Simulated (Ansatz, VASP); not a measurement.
# SnTe in VASP and in Ansatz

INCAR

```
  PREC = Accurate
  ENCUT = 520
  EDIFF = 1E-6
  ISMEAR = 0
  SIGMA = 0.1
  LREAL = F
  LASPH = T
  NELM = 60
  ALGO = Normal
  ISIF = 2
  LWAVE = F
  LCHARG = T
  GGA = PE
  LELF = T
  LVHAR = T
  NBANDS = 28
```

The input KPOINTS:

```
Automatic mesh
0
Gamma
  4 4 4
```

Contents of POSCAR:

```
SnTe
1.0
    3.3784366900     -3.3784366900      0.0000000000
    3.3784366900      3.3784366900      0.0000000000
    0.0000000000      0.0000000000      4.7778309900
Sn Te
2 2
Direct
    0.3750000000      0.3750000000      0.5000000000
    0.6250000000      0.6250000000      0.0000000000
    0.1250000000      0.8750000000      0.7500000000
    0.8750000000      0.1250000000      0.2500000000
```

Input for Ansatz:

```yaml
crystal:
  lattice:
    - [3.37843669, -3.37843669, 0.0]
    - [3.37843669, 3.37843669, 0.0]
    - [0.0, 0.0, 4.77783099]
  atoms:
    - { symbol: Sn, position: [0.375, 0.375, 0.5] }
    - { symbol: Sn, position: [0.625, 0.625, 0.0] }
    - { symbol: Te, position: [0.125, 0.875, 0.75] }
    - { symbol: Te, position: [0.875, 0.125, 0.25] }
basis:
  ecutwfc: 420
kpoints:
  mp_grid: { grid: [4, 4, 4] }
hamiltonian:
  xc: pbe
scf:
  occupations: { method: gaussian, width: 0.1 }
  lower_state_search: "off"
output:
  forces: true
  stress: true
  eigenvalues: true
```

Alike in both runs: task single point; functional PBE; k mesh 4 × 4 × 4; occupations gaussian, width 0.1 eV; no spin polarisation.

|  | VASP | Ansatz |
| --- | --- | --- |
| version | VASP 6.6.1 | Ansatz 0.2.0 |
| potentials or method | VASP PAW PBE potentials, release 64 (Sn_d, Te), cutoff 520 eV | scalar-relativistic, plane waves, PAW |
| valence electrons in the cell | 40 | 60 |

Ansatz gave:

| Quantity | Value |
| --- | --- |
| gap on the k mesh at the Fermi level (eV) | none |
| pressure (GPa) | 16.1 |
| traceless stress, the component that is largest in VASP (GPa) | 1.48 |
| rms of the force components (eV/Å) | 0.259 |

Q: Which values does VASP return?

A: gap on the k mesh at the Fermi level (eV): none; pressure (GPa): 16.1; traceless stress, the component that is largest in VASP (GPa): 1.47; rms of the force components (eV/Å): 0.258.

Atom by atom the forces differ by 0.001 eV/Å (rms over components). A gap of «none» marks a metal or a gap that the smearing closes. VASP's potentials hold 40 valence electrons a cell and Ansatz's 60, so a difference there can come from the potentials and not from the codes.

Neither program's run includes spin-orbit coupling.
